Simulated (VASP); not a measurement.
# Be2ZnSe3 (I-4m2) in VASP: relaxation of cell and atoms with PBE

Aim: the relaxation of cell and atoms of Be2ZnSe3 with PBE.

Everything below comes from runs of VASP 6.6.1. Logs are shortened: lines on timing, memory, paths and dates and some standing lists are left out, and cuts for length are marked.

### 1 The cell of the first run

Symmetry: I-4m2, No. 119, tetragonal system. The conventional cell has a = 3.780 Å, b = 3.780 Å, c = 16.227 Å, α = 90.00°, β = 90.00°, γ = 90.00°. Be (site symmetry 2mm) has 4 Se at 2.26 to 2.27 Å within 3.0 Å. Within 3.2 Å of Zn (site symmetry -4m2) lie 4 Se at 2.44 Å. Se (site symmetry 2mm) has 2 Be at 2.26 Å and 2 Zn at 2.44 Å within 3.0 Å. Se (site symmetry -4m2) has 4 Be at 2.27 Å within 3.0 Å.

### 2 Relaxation of cell and atoms, PBE

File INCAR:

```
SYSTEM = Be2ZnSe3
  PREC = Accurate
  ENCUT = 600
  EDIFF = 1E-6
  ISMEAR = 0
  SIGMA = 0.02
  LREAL = .FALSE.
  LASPH = .TRUE.
  NELM = 60
  ALGO = Normal
  ISIF = 3
  LWAVE = .FALSE.
  LCHARG = .FALSE.
  GGA = PE
  IBRION = 2
  NSW = 100
  EDIFFG = -0.01
```

File KPOINTS:

```
Automatic mesh
0
G
  8 8 8
  0 0 0
```

File POSCAR:

```
Be2ZnSe3
1.0
   -1.8898813713      1.8898813713      8.1134845490
    1.8898813713     -1.8898813713      8.1134845490
    1.8898813713      1.8898813713     -8.1134845490
Be Zn Se
2 1 3
Direct
    0.8279426090      0.8279426090      0.0000000000
    0.1720573910      0.1720573910      0.0000000000
    0.5000000000      0.5000000000      0.0000000000
    0.4044921057      0.9044921057      0.5000000000
    0.0955078943      0.5955078943      0.5000000000
    0.7500000000      0.2500000000      0.5000000000
```

Potentials or basis: VASP PAW PBE potentials, release 64 (Be, Zn, Se).

Run with:

```console
$ cat potpaw_PBE.64/Be/POTCAR potpaw_PBE.64/Zn/POTCAR potpaw_PBE.64/Se/POTCAR > POTCAR
$ mpirun -np 1 vasp_std > vasp.out
```

OUTCAR:

```text
SYSTEM = Be2ZnSe3
   PREC = Accurate
   ENCUT = 600
   EDIFF = 1E-6
   ISMEAR = 0
   LREAL = .FALSE.
   LASPH = .TRUE.
   NELM = 60
   ISIF = 3
   GGA = PE
   IBRION = 2
   NSW = 100
   EDIFFG = -0.01

 ion  position               nearest neighbor table
   1  0.828  0.828  0.000-   4 2.26   4 2.26   6 2.27   6 2.27
   2  0.172  0.172  0.000-   5 2.26   5 2.26   6 2.27   6 2.27
   3  0.500  0.500  0.000-   5 2.44   4 2.44   5 2.44   4 2.44
   4  0.404  0.904  0.500-   1 2.26   1 2.26   3 2.44   3 2.44
   5  0.096  0.596  0.500-   2 2.26   2 2.26   3 2.44   3 2.44
   6  0.750  0.250  0.500-   1 2.27   2 2.27   1 2.27   2 2.27

  LATTYP: Found a body centered tetragonal cell.
 ALAT       =     3.7797627426
 C/A-ratio  =     4.2931184318

  Lattice vectors:

 A1 = (  -1.8898813713,   1.8898813713,   8.1134845490)
 A2 = (   1.8898813713,  -1.8898813713,   8.1134845490)
 A3 = (   1.8898813713,   1.8898813713,  -8.1134845490)

Analysis of symmetry for initial positions (statically):
=====================================================================
 Subroutine PRICEL returns:
 Original cell was already a primitive cell.

 Routine SETGRP: Setting up the symmetry group for a
 body centered tetragonal supercell.

 Subroutine GETGRP returns: Found  8 space group operations
 (whereof  8 operations were pure point group operations)
 out of a pool of 16 trial point group operations.

The static configuration has the point symmetry D_2d.

Analysis of symmetry for dynamics (positions and initial velocities):
=====================================================================
 Subroutine PRICEL returns:
 Original cell was already a primitive cell.

 Routine SETGRP: Setting up the symmetry group for a
 body centered tetragonal supercell.

 Subroutine GETGRP returns: Found  8 space group operations
 (whereof  8 operations were pure point group operations)
 out of a pool of 16 trial point group operations.

The dynamic configuration has the point symmetry D_2d.

 Subroutine INISYM returns: Found  8 space group operations
 (whereof  8 operations are pure point group operations),
 and found     1 'primitive' translations

----------------------------------------------------------------------------------------

                                     Primitive cell

  volume of cell :     115.9142

  direct lattice vectors                    reciprocal lattice vectors
    -1.889881371  1.889881371  8.113484549     0.000000000  0.264566870  0.061625803
     1.889881371 -1.889881371  8.113484549     0.264566870  0.000000000  0.061625803
     1.889881371  1.889881371 -8.113484549     0.264566870  0.264566870  0.000000000

  length of vectors
     8.542361191  8.542361191  8.542361191     0.271649349  0.271649349  0.374154056

  position of ions in fractional coordinates (direct lattice)
     0.827942609  0.827942609  0.000000000
     0.172057391  0.172057391  0.000000000
     0.500000000  0.500000000  0.000000000
     0.404492106  0.904492106  0.500000000
     0.095507894  0.595507894  0.500000000
     0.750000000  0.250000000  0.500000000

  ion indices of the primitive-cell ions
   primitive index   ion index
                 1           1
                 2           2
                 3           3
                 4           4
                 5           5
                 6           6

----------------------------------------------------------------------------------------

 KPOINTS: Automatic mesh

Automatic generation of k-mesh.
 Grid dimensions read from file:
 generate k-points for:    8    8    8

 Generating k-lattice:

  Cartesian coordinates                     Fractional coordinates (reciprocal lattice)
     0.000000000  0.033070859  0.007703225     0.125000000  0.000000000  0.000000000
     0.033070859  0.000000000  0.007703225     0.000000000  0.125000000  0.000000000
     0.033070859  0.033070859  0.000000000     0.000000000  0.000000000  0.125000000

  Length of vectors
     0.033956169  0.033956169  0.046769257

  Shift w.r.t. Gamma in fractional coordinates (k-lattice)
     0.000000000  0.000000000  0.000000000

 Subroutine IBZKPT returns following result:
 ===========================================

 Found     59 irreducible k-points:

 Following reciprocal coordinates:
            Coordinates               Weight
  0.000000  0.000000  0.000000      1.000000
  0.125000  0.000000  0.000000      8.000000
  0.250000  0.000000  0.000000      8.000000
  0.375000  0.000000  0.000000      8.000000
  0.500000  0.000000  0.000000      4.000000
  0.125000  0.125000  0.000000      8.000000
[... 16 lines left out ...]
  0.250000  0.125000  0.125000     16.000000
  0.375000  0.125000  0.125000      8.000000
 [... further k-points ...]
   k-points           NKPTS =     59   k-points in BZ     NKDIM =     59   number of bands    NBANDS=     21
   number of dos      NEDOS =    301   number of ions     NIONS =      6
   total plane-waves  NPLWV = 343000
   dimension x,y,z NGX =    70 NGY =   70 NGZ =   70
   dimension x,y,z NGXF=   140 NGYF=  140 NGZF=  140
   ions per type =               2   1   3
   NGX,Y,Z   is equivalent  to a cutoff of  13.62, 13.62, 13.62 a.u.
   NGXF,Y,Z  is equivalent  to a cutoff of  27.25, 27.25, 27.25 a.u.
 SYSTEM =  Be2ZnSe3
   PREC   = accura    normal or accurate (medium, high low for compatibility)
   ISTART =      0    job   : 0-new  1-cont  2-samecut
   ICHARG =      2    charge: 1-file 2-atom 10-const
   ISPIN  =      1    spin polarized calculation?
   LNONCOLLINEAR =      F non collinear calculations
   LSORBIT =      F    spin-orbit coupling
   LASPH  =      T    aspherical Exc in radial PAW
   ENCUT  =  600.0 eV  44.10 Ry    6.64 a.u.  17.06 17.06 17.06*2*pi/ulx,y,z
   NELM   =     60;   NELMIN=  2; NELMDL= -5     # of ELM steps
   EDIFF  = 0.1E-05   stopping-criterion for ELM
   LREAL  =      F    real-space projection
   EDIFFG = -.1E-01   stopping-criterion for IOM
   NSW    =    100    number of steps for IOM
   IBRION =      2    ionic relax: 0-MD 1-quasi-New 2-CG
   NFREE  =      1    steps in history (QN), initial steepest desc. (CG)
   ISIF   =      3    stress and relaxation
   ISYM   =      2    0-nonsym 1-usesym 2-fastsym
   POTIM  = 0.5000    time-step for ionic-motion
   TEBEG  =    0.0;   TEEND  =   0.0 temperature during run
   PSTRESS=    0.0 pullay stress
   NELECT =      34.0000    total number of electrons
   NUPDOWN=      -1.0000    fix difference up-down
   EMIN   =  10.00;   EMAX   =-10.00  energy-range for DOS
   EFERMI =   0.00;   METHOD = LEGACY
   ISMEAR =     0;   SIGMA  =   0.02  broadening in eV -4-tet -1-fermi 0-gaus
   EFERMI_NEDOS =   21; number of points for ismear=-14 and -15
   IALGO  =     38    algorithm
   IMIX   =      4    mixing-type and parameters
     AMIX     =   0.40;   BMIX     =  1.00
     AMIX_MAG =   1.60;   BMIX_MAG =  1.00
  volume/ion in A,a.u.               =      19.32       130.37
  Fermi-wavevector in a.u.,A,eV,Ry     =   1.087733  2.055517 16.097911  1.183163
  Thomas-Fermi vector in A             =   2.223899
   LORBIT       =      0    0 simple, 1 ext, 2 COOP (PROOUT), +10 PAW based schemes
   GGA     = PE    functional components
   LHFCALC =     F    Hartree Fock is set to
   AEXX    =    0.0000 exact exchange contribution
   IVDW    =     0    specifies the selected vdW correction
   LEPSILON=     F    determine dielectric tensor
   LRPA    =     F    only Hartree local field effects (RPA)
 conjugate gradient relaxation of ions
 non-spin polarized calculation
 Gauss-broadening in eV      SIGMA  =   0.02
  energy-cutoff  :      600.00
  volume of cell :      115.91
 maximum number of plane-waves:      3920
 NGX is ok and might be reduce to    70
   NGX = 35   NGY = 35   NGZ = 35

--------------------------------------- Ionic step        1  -------------------------------------------

 number of electron      34.0000003 magnetization

 Free energy of the ion-electron system (eV)
  ---------------------------------------------------
  ext. energy  EPLUGINS =         0.00000000
  ---------------------------------------------------
  free energy    TOTEN  =       -23.58713438 eV

  energy without entropy =      -23.58713438  energy(sigma->0) =      -23.58713438

------------------------ aborting loop because EDIFF is reached ----------------------------------------

  FORCE on cell =-STRESS in cart. coord.  units (eV):
  Direction    XX          YY          ZZ          XY          YZ          ZX
  --------------------------------------------------------------------------------------
  -------------------------------------------------------------------------------------
  Total        0.0293030      0.0293030      0.1623526      0.0000000     -0.0000000      0.0000000
  in kB        0.4050293      0.4050293      2.2440538      0.0000000     -0.0000000      0.0000000
  external PRESSURE =       1.0180375 kB  Pullay stress =       0.0000000 kB

 VOLUME and BASIS-vectors are now :
 -----------------------------------------------------------------------------
  energy-cutoff  :      600.00
  volume of cell :      115.91
      direct lattice vectors                 reciprocal lattice vectors
    -1.889881371  1.889881371  8.113484549     0.000000000  0.264566870  0.061625803
     1.889881371 -1.889881371  8.113484549     0.264566870  0.000000000  0.061625803
     1.889881371  1.889881371 -8.113484549     0.264566870  0.264566870  0.000000000

 POSITION                                       TOTAL-FORCE (eV/Angst)
 -----------------------------------------------------------------------------------
      0.00000      0.00000     13.43500         0.000000      0.000000      0.004959
      0.00000      0.00000      2.79197        -0.000000     -0.000000     -0.004959
      0.00000      0.00000      8.11348        -0.000000     -0.000000     -0.000000
      1.88988      0.00000      6.56368         0.000000      0.000000     -0.012552
      1.88988      0.00000      1.54980        -0.000000     -0.000000      0.012552
     -0.00000      1.88988      4.05674        -0.000000     -0.000000     -0.000000
 -----------------------------------------------------------------------------------
    total drift:                                0.000000     -0.000000      0.000000

  FREE ENERGIE OF THE ION-ELECTRON SYSTEM (eV)
  ---------------------------------------------------
  free  energy   TOTEN  =       -23.5871343772 eV

  energy  without entropy=      -23.5871343772  energy(sigma->0) =      -23.58713438

--------------------------------------- Ionic step        2  -------------------------------------------

 number of electron      34.0000004 magnetization

 Free energy of the ion-electron system (eV)
  ---------------------------------------------------
  ext. energy  EPLUGINS =         0.00000000
  ---------------------------------------------------
  free energy    TOTEN  =       -23.58727690 eV

  energy without entropy =      -23.58727690  energy(sigma->0) =      -23.58727690

 E-fermi :   2.7248     XC(G=0):  -9.3118

 val. band max:        2.5907164691   @ k =   0.0000   0.0000   0.0000
 cond. band min:       5.2360767466   @ k =   0.5000   0.5000   0.5000
 fundamental gap:      2.6453602775
 Fermi energy:         2.7248073596

 k-point     1 :       0.0000    0.0000    0.0000
  band No.  band energies     occupation
      1     -10.9746      2.00000
      2     -10.0821      2.00000
      3      -9.7885      2.00000
      4      -3.8880      2.00000
      5      -3.8243      2.00000
      6      -3.8243      2.00000
[... 550 lines left out ...]
      5      -3.7584      2.00000
      6      -3.7259      2.00000
[... 13 lines left out ...]
     20       7.1613      0.00000
     21       7.9795      0.00000

 [... further k-points ...]

------------------------ aborting loop because EDIFF is reached ----------------------------------------

  FORCE on cell =-STRESS in cart. coord.  units (eV):
  Direction    XX          YY          ZZ          XY          YZ          ZX
  --------------------------------------------------------------------------------------
  -------------------------------------------------------------------------------------
  Total       -0.0300534     -0.0300534      0.0528633      0.0000000      0.0000000      0.0000000
  in kB       -0.4146640     -0.4146640      0.7293855      0.0000000      0.0000000      0.0000000
  external PRESSURE =      -0.0333142 kB  Pullay stress =       0.0000000 kB

 VOLUME and BASIS-vectors are now :
 -----------------------------------------------------------------------------
  energy-cutoff  :      600.00
  volume of cell :      116.12
      direct lattice vectors                 reciprocal lattice vectors
    -1.890326645  1.890326645  8.124075782     0.000000000  0.264504551  0.061545462
     1.890326645 -1.890326645  8.124075782     0.264504551  0.000000000  0.061545462
     1.890326645  1.890326645 -8.124075782     0.264504551  0.264504551  0.000000000

 POSITION                                       TOTAL-FORCE (eV/Angst)
 -----------------------------------------------------------------------------------
      0.00000      0.00000     13.45278         0.000000      0.000000      0.000042
      1.89033      1.89033     -5.32870         0.000000      0.000000     -0.000042
      1.89033      1.89033      0.00000         0.000000      0.000000      0.000000
      1.89033      0.00000      6.57164        -0.000000     -0.000000     -0.002696
      1.89033      0.00000      1.55243        -0.000000     -0.000000      0.002696
     -0.00000      1.89033      4.06204         0.000000      0.000000      0.000000
 -----------------------------------------------------------------------------------
    total drift:                                0.000000     -0.000000     -0.000000

  FREE ENERGIE OF THE ION-ELECTRON SYSTEM (eV)
  ---------------------------------------------------
  free  energy   TOTEN  =       -23.5872768996 eV

  energy  without entropy=      -23.5872768996  energy(sigma->0) =      -23.58727690

 reached required accuracy - stopping structural energy minimisation
```

Run time: 16 min. Hardware: 1 thread of Intel Xeon Platinum 8259CL at 2.50GHz (Skylake/Cascade Lake), shared host; peak memory 0.81 GiB.

What came out:

| Item | Value |
| --- | --- |
| Free energy | -23.5873 eV |
| Relaxed volume | 19.35 Å³/atom |
| Relaxed cell | a = 8.553 Å, b = 8.553 Å, c = 8.553 Å, α = 154.46°, β = 154.46°, γ = 36.43° |
| Space group after relaxing (to 0.1 Å) | I-4m2 (No. 119) |
| Energy gained by relaxing | 0.0 meV/atom |
| Ionic steps | 2 |
| Pressure after relaxing | 0.0 GPa |
| Band gap on the k mesh | 2.65 eV (least direct gap 2.66 eV) |

Forces on the atoms (eV/Å):
```
Be   0.000  0.000  0.000
Be   0.000  0.000  0.000
Zn   0.000  0.000  0.000
Se   0.000  0.000 -0.003
Se   0.000  0.000  0.003
Se   0.000  0.000  0.000
```

Stress tensor (GPa, compression positive):
```
-0.04  0.00  0.00
 0.00 -0.04  0.00
 0.00  0.00  0.07
```

The path:
| step | energy change (eV) | largest force (eV/Å) | pressure (GPa) | volume (Å³) |
| --- | --- | --- | --- | --- |
| 1 | 0.0000 | 0.0126 | 0.10 | 115.91 |
| 2 | -0.0001 | 0.0027 | 0.00 | 116.12 |

Final structure:
```
Be Zn Se
1.0
    -1.89033    1.89033    8.12408
     1.89033   -1.89033    8.12408
     1.89033    1.89033   -8.12408
Be Zn Se
2 1 3
Direct
  0.82796 0.82796 0.00000
  0.17204 0.17204 0.00000
  0.50000 0.50000 0.00000
  0.40445 0.90445 0.50000
  0.09555 0.59555 0.50000
  0.75000 0.25000 0.50000
```
